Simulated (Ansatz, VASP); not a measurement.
**Te: VASP beside Ansatz**

INCAR

```
  PREC = Accurate
  ENCUT = 520
  EDIFF = 1E-8
  ISMEAR = -1
  SIGMA = 0.05
  LREAL = F
  LASPH = T
  NELM = 80
  ALGO = Normal
  ISIF = 2
  LWAVE = F
  LCHARG = F
  GGA = PE
  LEFG = T
  NBANDS = 16
```

KPOINTS

```
Automatic mesh
0
Gamma
  8 8 8
```

The input POSCAR:

```
Te
1.0
    4.2621412146     -2.3869037689      0.0000000000
    4.2621412146      2.3869037689      0.0000000000
   -0.1313139325      0.0000000000      3.9835583797
Te
3
Direct
    0.6760000000      0.6760000000      0.6750000000
    0.3240000000      0.3240000000      0.3250000000
    0.0000000000      0.0000000000      0.0000000000
```

Input for Ansatz:

```yaml
crystal:
  lattice:
    - [4.2621412146, -2.3869037689, 0.0]
    - [4.2621412146, 2.3869037689, 0.0]
    - [-0.1313139325, 0.0, 3.9835583797]
  atoms:
    - { symbol: Te, position: [0.676, 0.676, 0.675] }
    - { symbol: Te, position: [0.324, 0.324, 0.325] }
    - { symbol: Te, position: [0.0, 0.0, 0.0] }
kpoints:
  mp_grid: { grid: [8, 8, 8] }
scf:
  occupations: { method: fermi_dirac, width: 0.05 }
hamiltonian:
  xc: pbe
  pseudopotentials: { kind: all_electron, datasets: crystal }
output:
  forces: true
  stress: true
  eigenvalues: true
  efg: { contact_densities: true }
```

Change from the starting cell: volume scaled by 1.02, crystal datasets.

Alike in both runs: task electric field gradients; functional PBE; k mesh 8 × 8 × 8; occupations fermi-dirac, width 0.05 eV; no spin polarisation.

|  | VASP | Ansatz |
| --- | --- | --- |
| version | VASP 6.6.1 | Ansatz 0.2.0 |
| potentials or method | VASP PAW PBE potentials, release 64 (Te), cutoff 520 eV | all-electron PAW with datasets made for the crystal, scalar-relativistic |

|  | VASP | Ansatz | Ansatz less VASP |
| --- | --- | --- | --- |
| pressure (GPa) | 7.6 | 7.6 | +0.07 |
| traceless stress, the component that is largest in VASP (GPa) | 0.99 | 0.99 | +0.002 |
| rms of the force components (eV/Å) | 0.212 | 0.211 | -0.0013 |
| size of Vzz on the site where it differs most (V/Å²) | 314.0 | 325.5 | +11.43 |

Atom by atom the forces differ by 0.002 eV/Å (rms over components). Ansatz ran all-electron here, and VASP with PAW potentials.

Spin-orbit coupling is off throughout.
